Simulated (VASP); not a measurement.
A run of VASP 6.6.1 is set up as follows.

Contents of INCAR:

```
SYSTEM = Ga3Se
PREC = Accurate ; ENCUT = 520
EDIFF = 1E-7 ; ISMEAR = 0
SIGMA = 0.1 ; LREAL = .False.
LASPH = .True. ; NELM = 80
ALGO = Normal ; ISIF = 2
LWAVE = .False. ; LCHARG = .False.
GGA = PE ; NBANDS = 30
```

File KPOINTS:

```
Automatic mesh
0
Gamma
  12 12 10
  0 0 0
```

POSCAR

```
Ga3Se
1.0
    4.3708834651      0.0000000000      0.0000000000
    0.0000000000      4.3708834651      0.0000000000
    0.0000000000      0.0000000000      4.4788700141
Ga Se
3 1
Direct
    0.0000000000      0.5000000000      0.5000000000
    0.5000000000      0.0000000000      0.5000000000
    0.5000000000      0.5000000000      0.0000000000
    0.0000000000      0.0000000000      0.0000000000
```

Potentials or basis: VASP PAW PBE potentials, release 64 (Ga_d, Se).

Run with:

```bash
$ cat potpaw_PBE.64/Ga_d/POTCAR potpaw_PBE.64/Se/POTCAR > POTCAR
$ mpirun -np 1 vasp_std > vasp.out
```

Task: Estimate the band gap on the k mesh.

Result: Zero (an odd number of electrons rules out a gap without spin polarisation).

Task: Estimate the pressure.

Result: 0.0 GPa.
